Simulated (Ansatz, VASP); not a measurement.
**One calculation of SnTe, two programs**

```
Te Sn
1.0
     0.00000    3.53743    3.53743
     3.53743    0.00000    3.53743
     3.53743    3.53743    0.00000
Te Sn
1 1
Cartesian
  1.7687 1.7687 1.7687
  0.0000 0.0000 0.0000
```

Alike in both runs: task single point; functional r2SCAN; k mesh 7 × 7 × 7; occupations fermi-dirac, width 0.05 eV; no spin polarisation.

|  | VASP | Ansatz |
| --- | --- | --- |
| version | VASP 6.6.1 | Ansatz 0.2.0 |
| potentials or method | VASP PAW PBE potentials, release 64 (Te, Sn_d) | Ansatz PAW |
| plane-wave cutoff (eV) | 520 | 500 |
| valence electrons in the cell | 20 | 30 |

|  | VASP | Ansatz | Ansatz less VASP |
| --- | --- | --- | --- |
| gap on the k mesh at the Fermi level (eV) | 0.24 | 0.24 | +0.003 |
| least direct gap on the mesh (eV) | 0.85 | 0.86 | +0.002 |
| pressure (GPa) | 1.1 | 1.1 | 0.00 |

VASP's potentials were made for PBE, not for r2SCAN. The functional is the same, so the differences come from potentials, cutoffs and numerics. VASP's potentials hold 20 valence electrons a cell and Ansatz's 30, so a difference there can come from the potentials and not from the codes.

Neither program's run includes spin-orbit coupling. Noted on Ansatz's run: odd divisions of the mesh miss points on the zone boundary, where band edges often lie, so the gap on the mesh can be too wide.
